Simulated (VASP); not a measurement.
# Ca: single point with LDA

The system is Ca.

```xyz
1
Lattice="0.0000 2.8005 2.8005 2.8005 0.0000 2.8005 2.8005 2.8005 0.0000" Properties=species:S:1:pos:R:3 pbc="T T T"
Ca    0.0000    0.0000    0.0000
```

```
Program             : VASP 6.6.1
Task                : single point
Functional          : LDA
Potentials or basis : VASP PAW LDA potentials, release 64 (Ca_sv)
Cutoff              : 520 eV
k mesh              : 6 × 6 × 6
Occupations         : gaussian, width 0.1 eV
Spin                : no spin polarisation
```

The pressure is -2.2 GPa and the band gap on the k mesh is zero (bands 5 and 6 overlap by 0.15 eV).

Levels at points of the mesh, in eV from the Fermi level:
```tsv
k point	band 1	band 2	band 3	band 4	band 5	band 6	band 7	band 8	band 9	band 10
(0.00, 0.00, 0.00)	-41.68	-22.89	-22.89	-22.89	-3.98	2.13	2.13	2.13	3.14	3.14
(0.50, 0.00, 0.00)	-41.67	-23.02	-22.91	-22.91	-1.05	-0.16	2.03	2.03	3.80	3.80
(0.50, 0.50, 0.00)	-41.66	-23.01	-22.94	-22.94	-0.48	0.49	0.90	3.79	3.97	3.97
```

It took 4 s on 1 thread of AMD EPYC 9R45 96-Core Processor (Zen 5), on a shared host, peak memory 0.11 GiB.
